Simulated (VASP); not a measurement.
## BaTiO3: single point with PBE+D3(BJ)

Crystal: BaTiO3.

```
Ba Ti O
1.0
     2.83655   -4.91319    0.00009
     5.69194    0.01088   -0.00739
     2.83677   -1.63769    4.63235
Ba Ti O
2 2 6
Direct
  0.00566 0.99158 0.99712
  0.50566 0.49158 0.49711
  0.76195 0.72275 0.75338
  0.26195 0.22274 0.25338
  0.99515 0.51544 0.98665
  0.49515 0.01544 0.48665
  0.50275 0.51544 0.98665
  0.00274 0.01544 0.48665
  0.49515 0.01544 0.99426
  0.99515 0.51545 0.49426
```

```json
{"Program": "VASP 6.6.1", "Task": "single point", "Functional": "PBE", "Dispersion": "D3(BJ)", "Potentials or basis": "VASP PAW PBE potentials, release 64 (Ba_sv, Ti_sv, O)", "Cutoff": "520 eV", "k mesh": "6 × 6 × 6", "Occupations": "fermi-dirac, width 0.05 eV", "Spin": "no spin polarisation"}
```

- Pressure: 1.7 GPa
- Largest force: 0.071 eV/Å
- Band gap on the k mesh: 2.39 eV
- Dispersion energy per atom: -0.262 eV

Forces on the atoms (eV/Å):
```
Ba   0.032  0.018 -0.013
Ba   0.032  0.018 -0.013
Ti   0.058  0.034 -0.024
Ti   0.058  0.034 -0.024
O   -0.015 -0.035  0.025
O   -0.015 -0.035  0.025
O   -0.038  0.005  0.025
O   -0.038  0.005  0.025
O   -0.038 -0.022 -0.013
O   -0.038 -0.022 -0.013
```

Levels at points of the mesh, in eV from the valence-band top:
| k point | band 36 | band 37 | band 38 | band 39 | band 40 | band 41 | band 42 | band 43 | band 44 | band 45 |
| --- | --- | --- | --- | --- | --- | --- | --- | --- | --- | --- |
| (0.00, 0.00, 0.00) | -0.42 | -0.42 | -0.02 | -0.02 | 0.00 | 2.39 | 2.39 | 2.54 | 4.25 | 4.42 |
| (0.50, 0.00, 0.00) | -0.76 | -0.66 | -0.66 | -0.59 | -0.59 | 3.27 | 3.27 | 3.51 | 3.51 | 3.54 |
| (0.00, 0.50, 0.00) | -0.76 | -0.76 | -0.76 | -0.55 | -0.55 | 3.48 | 3.48 | 3.49 | 3.49 | 3.49 |
| (0.50, 0.50, 0.00) | -0.97 | -0.90 | -0.85 | -0.84 | -0.09 | 2.56 | 3.73 | 3.81 | 3.81 | 3.85 |
| (0.00, 0.00, 0.50) | -0.76 | -0.66 | -0.66 | -0.59 | -0.59 | 3.27 | 3.27 | 3.51 | 3.51 | 3.54 |
| (0.50, 0.00, 0.50) | -0.97 | -0.90 | -0.85 | -0.84 | -0.09 | 2.56 | 3.73 | 3.81 | 3.81 | 3.85 |
| (0.00, 0.50, 0.50) | -0.97 | -0.90 | -0.85 | -0.84 | -0.09 | 2.56 | 3.73 | 3.81 | 3.81 | 3.85 |
| (0.50, 0.50, 0.50) | -0.76 | -0.66 | -0.66 | -0.59 | -0.59 | 3.27 | 3.27 | 3.51 | 3.51 | 3.54 |

Wall time 9 min on 1 thread of Intel(R) Xeon(R) 6975P-C (Granite Rapids), with other jobs on the host, peak memory 0.69 GiB.

Caveat: spin-orbit coupling is left out, which moves the levels of the heavy elements. A k mesh can miss the band edges.
